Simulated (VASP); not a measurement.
## F: single point with PBEsol

F:

```
CELL_PARAMETERS angstrom
3.21738 -1.79076 -0.24815
3.21738 1.79076 -0.24815
-2.43670 0.00000 7.17875
ATOMIC_POSITIONS crystal
F 0.08485 0.08485 0.09400
F 0.91515 0.91515 0.90600
F 0.50157 0.50157 0.59372
F 0.49843 0.49843 0.40628
```

```json
{
 "Program": "VASP 6.6.1",
 "Task": "single point",
 "Functional": "PBEsol",
 "Potentials or basis": "VASP PAW PBE potentials, release 64 (F_h)",
 "Cutoff": "910 eV",
 "k mesh": "4 × 4 × 2",
 "Occupations": "gaussian, width 0.05 eV",
 "Spin": "no spin polarisation"
}
```

```json
{
 "Pressure": "-1.7 GPa",
 "Largest force": "0.449 eV/Å",
 "Band gap on the k mesh": "2.97 eV (least direct gap 3.05 eV)"
}
```

Forces in eV/Å, atoms in the order of the input:
```
F   -0.196  0.000 -0.396
F    0.196  0.000  0.396
F    0.143  0.000 -0.425
F   -0.143  0.000  0.425
```

Stress tensor (GPa, compression positive):
```
-1.30  0.00 -0.14
 0.00 -0.94  0.00
-0.14  0.00 -2.88
```

Levels at points of the mesh, in eV from the valence-band top:
| k point | band 11 | band 12 | band 13 | band 14 | band 15 | band 16 | band 17 | band 18 |
| --- | --- | --- | --- | --- | --- | --- | --- | --- |
| (0.00, 0.00, 0.00) | -0.32 | -0.16 | -0.11 | -0.08 | 2.97 | 3.65 | 8.57 | 11.06 |
| (0.50, 0.00, 0.00) | -0.34 | -0.27 | -0.27 | -0.16 | 3.34 | 3.41 | 12.38 | 12.51 |
| (0.50, 0.50, 0.00) | -0.30 | -0.25 | -0.17 | 0.00 | 3.30 | 3.40 | 12.64 | 12.70 |
| (0.00, 0.00, 0.50) | -0.28 | -0.17 | -0.16 | -0.08 | 3.25 | 3.33 | 9.41 | 9.42 |
| (0.50, 0.00, 0.50) | -0.44 | -0.31 | -0.19 | -0.06 | 3.19 | 3.54 | 12.29 | 13.08 |
| (0.50, 0.50, 0.50) | -0.33 | -0.22 | -0.16 | -0.09 | 3.33 | 3.41 | 12.18 | 12.29 |

Run time: 36 s on 1 thread of Intel(R) Xeon(R) Platinum 8559C (Emerald Rapids), with other jobs on the host, peak memory 0.31 GiB.

Caveat: the k points lie up to 0.51 Å⁻¹ apart; the cutoff is under 1.25 times the usual one of these potentials, so pressure, stress and relaxed cells hold a basis-set (Pulay) error; this functional lacks dispersion, which holds the molecules together, so the pressure and a relaxed volume are unreliable; the PAW data sets were made with another functional, which shifts forces and pressure a little. A k mesh can miss the band edges.
